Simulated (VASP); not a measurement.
Crystal: CuO.

```xyz
4
Lattice="2.3446 -1.7134 0.0000 2.3446 1.7134 0.0000 -0.8605 0.0000 5.0594" Properties=species:S:1:pos:R:3 pbc="T T T"
Cu    1.1723    0.8457    0.0000
Cu    0.7420   -0.8457    2.5297
O     2.0724   -0.2841    1.2836
O     1.6421    0.2841    3.8133
```

* Program: VASP 6.6.1
* Task: relaxation of cell and atoms
* Functional: PBEsol
* Potentials or basis: VASP PAW PBE potentials, release 64 (Cu, O)
* Cutoff: 600 eV
* k mesh: 8 × 8 × 4
* Occupations: fermi-dirac, width 0.05 eV
* Spin: no spin polarisation

At the start: pressure -2.2 GPa; volume 10.16 Å³/atom.

Problem. Where does the relaxation end?

Solution. Over 54 steps the energy falls by 45.4 meV/atom and the volume is 10.67 Å³/atom (+5.0 %); space group Cc (No. 9, to 0.1 Å) before, Cccm (No. 66, to 0.1 Å).

Step by step:
```csv
step,energy change (eV),largest force (eV/Å),pressure (GPa),volume (Å³)
1,0.0000,0.7608,-2.18,40.65
3,-0.0599,0.1790,1.34,39.89
5,-0.0725,0.1824,-1.76,40.88
7,-0.0891,0.1047,-0.63,40.98
9,-0.1002,0.3348,4.11,41.32
11,-0.1140,0.1547,2.02,41.39
13,-0.1383,0.1712,-0.82,42.86
15,-0.1666,0.0760,-0.80,42.84
17,-0.1700,0.1755,-0.60,42.81
19,-0.1749,0.1089,0.59,42.46
21,-0.1766,0.0600,-0.38,42.66
23,-0.1776,0.0394,0.16,42.55
25,-0.1799,0.0292,0.46,42.63
27,-0.1804,0.0321,-0.24,42.81
29,-0.1808,0.0239,-0.43,42.81
31,-0.1811,0.0082,0.62,42.53
33,-0.1814,0.0064,0.12,42.66
35,-0.1814,0.0065,0.00,42.67
37,-0.1814,0.0119,0.03,42.69
39,-0.1814,0.0092,-0.06,42.74
41,-0.1814,0.0072,-0.03,42.72
43,-0.1814,0.0071,-0.06,42.73
45,-0.1815,0.0056,0.00,42.70
47,-0.1815,0.0066,0.02,42.69
49,-0.1815,0.0045,-0.05,42.70
51,-0.1815,0.0051,0.02,42.69
53,-0.1815,0.0041,0.06,42.69
54,-0.1815,0.0048,-0.01,42.69
```

Final structure:
```
Cu O
1.0
     2.08787   -1.99474    0.15903
     2.08787    1.99474    0.15903
    -0.41536    0.00000    5.09359
Cu O
2 2
Cartesian
  3.1070 -0.9974 0.2460
  2.8993 0.9974 2.7928
  1.9592 -0.0065 1.4401
  1.7516 0.0065 3.9869
```

Caveat: the PAW data sets were made with another functional, which shifts forces and pressure a little.
